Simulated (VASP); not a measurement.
**Tl: single point with revPBE**

Crystal: Tl.

```
Tl
1.0
     5.72894    0.00000    0.00000
    -2.86447    4.96141    0.00000
     0.00000    0.00000    3.52278
Tl
3
Direct
  0.00000 0.00000 0.00000
  0.33333 0.66667 0.50000
  0.66667 0.33333 0.50000
```

This isn't the form of Tl at room conditions, which is hcp.

* Program: VASP 6.6.1
* Task: single point
* Functional: revPBE
* Potentials or basis: VASP PAW PBE potentials, release 64 (Tl_d)
* Cutoff: 520 eV
* k mesh: 7 × 7 × 10
* Occupations: fermi-dirac, width 0.1 eV
* Spin: no spin polarisation
* Dipole correction: no
* Further INCAR settings: ALGO = Normal; EDIFF = 1e-06; NBANDS = 26

```yaml
Pressure: -0.1 GPa
Band_gap_on_the_k_mesh: zero (an odd number of electrons rules out a gap without spin polarisation)
```

Levels at points of the mesh, in eV from the Fermi level:
| k point | band 17 | band 18 | band 19 | band 20 | band 21 | band 22 |
| --- | --- | --- | --- | --- | --- | --- |
| (0.00, 0.00, 0.00) | -4.74 | -4.43 | -0.40 | -0.40 | -0.24 | -0.24 |
| (0.00, 0.00, 0.50) | -5.43 | -2.61 | -0.21 | 0.62 | 1.30 | 1.30 |

It took 44 s on 1 thread of Intel(R) Xeon(R) 6975P-C (Granite Rapids), with other jobs on the host, peak memory 0.29 GiB.

Caveat: the PAW data sets were made with another functional, which shifts forces and pressure a little; spin-orbit coupling is left out, which moves the levels of the heavy elements.
